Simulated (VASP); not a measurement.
# Si8HO16 (a cell with a defect): single point with PBE

Si8HO16 (a cell with a defect):

```
Si O H
1.0
    -4.17730   -4.17730    0.00000
     4.17730   -4.17730    0.00000
     0.00000    0.00000    5.33040
Si O H
8 16 1
Direct
  0.50914 0.50032 0.99947
  0.01073 0.50311 0.24056
  0.48039 0.49484 0.49948
  0.01068 0.50310 0.75837
  0.00154 0.00428 0.99948
  0.50232 0.99988 0.24762
  0.01196 0.00821 0.49948
  0.50230 0.99987 0.75135
  0.20347 0.49578 0.99946
  0.99514 0.20205 0.25208
  0.81192 0.50837 0.99949
  0.01100 0.80893 0.24921
  0.18981 0.49674 0.49947
  0.99514 0.20205 0.74689
  0.80307 0.53277 0.49949
  0.01102 0.80892 0.74974
  0.69755 0.99611 0.99948
  0.49563 0.69313 0.25055
  0.30689 0.00843 0.99948
  0.51077 0.30556 0.25237
  0.70156 0.98338 0.49948
  0.49565 0.69313 0.74841
  0.31086 0.00747 0.49947
  0.51077 0.30557 0.74659
  0.77629 0.70315 0.49950
```

```
Program                : VASP 6.6.1
Task                   : single point
Functional             : PBE
Potentials or basis    : VASP PAW PBE potentials, release 64 (Si, O, H)
Cutoff                 : 520 eV
k mesh                 : 2 × 2 × 2
Occupations            : fermi-dirac, width 0.05 eV
Spin                   : no spin polarisation
Dipole correction      : no
Charge                 : 1
Further INCAR settings : LREAL = Auto; ALGO = Normal; EDIFF = 1e-07; NBANDS = 82; NELECT = 128.0
```

The largest force is 0.107 eV/Å.

Forces in eV/Å, atoms in the order of the input:
```
Si  -0.007  0.017  0.004
Si  -0.011 -0.004  0.026
Si  -0.006  0.023  0.000
Si  -0.014 -0.007 -0.025
Si  -0.004 -0.011  0.000
Si   0.006  0.006  0.004
Si  -0.006 -0.019  0.000
Si   0.006  0.004 -0.007
O   -0.034 -0.021  0.001
O    0.005  0.001 -0.005
O    0.030  0.028 -0.003
O   -0.008  0.018  0.013
O   -0.001 -0.004 -0.002
O    0.004  0.001  0.005
O   -0.038  0.036 -0.001
O   -0.006  0.018 -0.009
O   -0.013 -0.008  0.000
O    0.011 -0.020  0.007
O    0.011  0.016  0.000
O   -0.014  0.008 -0.004
O    0.004 -0.009  0.001
O    0.011 -0.021 -0.007
O    0.002  0.002  0.001
O   -0.016  0.008  0.001
H    0.088 -0.062  0.000
```

Levels at points of the mesh, in eV from the Fermi level:
| k point | band 61 | band 62 | band 63 | band 64 | band 65 | band 66 | band 67 | band 68 |
| --- | --- | --- | --- | --- | --- | --- | --- | --- |
| (0.00, 0.00, 0.00) | -2.53 | -2.05 | -1.90 | -1.20 | 4.48 | 5.63 | 6.00 | 6.04 |
| (0.50, 0.00, 0.00) | -2.64 | -2.53 | -2.02 | -1.79 | 5.51 | 5.84 | 6.42 | 6.59 |
| (0.00, 0.50, 0.00) | -2.60 | -2.41 | -2.08 | -1.85 | 5.65 | 5.78 | 6.38 | 6.67 |
| (0.50, 0.50, 0.00) | -2.39 | -2.24 | -2.04 | -1.97 | 6.40 | 6.54 | 6.78 | 6.85 |
| (0.00, 0.00, 0.50) | -2.52 | -2.45 | -2.08 | -1.79 | 6.23 | 6.30 | 6.90 | 7.01 |
| (0.50, 0.00, 0.50) | -2.32 | -1.99 | -1.96 | -1.84 | 6.41 | 6.59 | 6.87 | 6.94 |
| (0.00, 0.50, 0.50) | -2.42 | -2.02 | -2.00 | -1.87 | 6.69 | 6.80 | 6.82 | 6.88 |
| (0.50, 0.50, 0.50) | -2.47 | -2.40 | -2.34 | -2.28 | 7.47 | 7.56 | 7.69 | 7.91 |

Wall time 110 s on 1 thread of Intel(R) Xeon(R) 6975P-C (Granite Rapids), with other jobs on the host, peak memory 0.32 GiB.

Caveat: the k points lie up to 0.59 Å⁻¹ apart; the cell carries a net charge on a neutralising background, which shifts energy and pressure; the cell is charged against a uniform background, so pressure and absolute levels hang on convention.
